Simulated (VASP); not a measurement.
Set up this calculation in VASP 6.6.1, as the native input.

| Item | Value |
| --- | --- |
| Task | single point |
| Functional | PBE |
| Potentials or basis | VASP PAW PBE potentials, release 64 (Ag, I) |
| Cutoff | 500 eV |
| k mesh | 8 × 8 × 8 |
| Occupations | gaussian, width 0.02 eV |
| Spin | no spin polarisation |
| Dipole correction | no |
| Further INCAR settings | ALGO = Normal; EDIFF = 1e-06; NBANDS = 16 |

The structure of AgI lies in POSCAR:

```
AgI
1.0
    0.0000000000      3.3155352652      3.3155352652
    3.3155352652      0.0000000000      3.3155352652
    3.3155352652      3.3155352652      0.0000000000
Ag I
1 1
Direct
    0.0000000000      0.0000000000      0.0000000000
    0.2500000000      0.2500000000      0.2500000000
```

The input as run:

INCAR

```
  PREC = Accurate
  ENCUT = 500
  EDIFF = 1E-6
  ISMEAR = 0
  SIGMA = 0.02
  LREAL = False
  LASPH = True
  NELM = 120
  ALGO = Normal
  ISIF = 2
  LWAVE = False
  LCHARG = False
  GGA = PE
  NBANDS = 16
  GGA_COMPAT = False
```

KPOINTS

```
Automatic mesh
0
Gamma
  8 8 8
```

Potentials or basis: VASP PAW PBE potentials, release 64 (Ag, I).

The run is started by

```sh
$ cat potpaw_PBE.64/Ag/POTCAR potpaw_PBE.64/I/POTCAR > POTCAR
$ mpirun -np 1 vasp_std > vasp.out
```

It gave:

* Pressure: -0.1 GPa
* Band gap on the k mesh: 1.35 eV, direct

Caveat: spin-orbit coupling is left out, which moves the levels of the heavy elements.

It took 27 s on 1 thread of Intel(R) Xeon(R) 6975P-C (Granite Rapids) (shared host), peak memory 0.2 GiB.
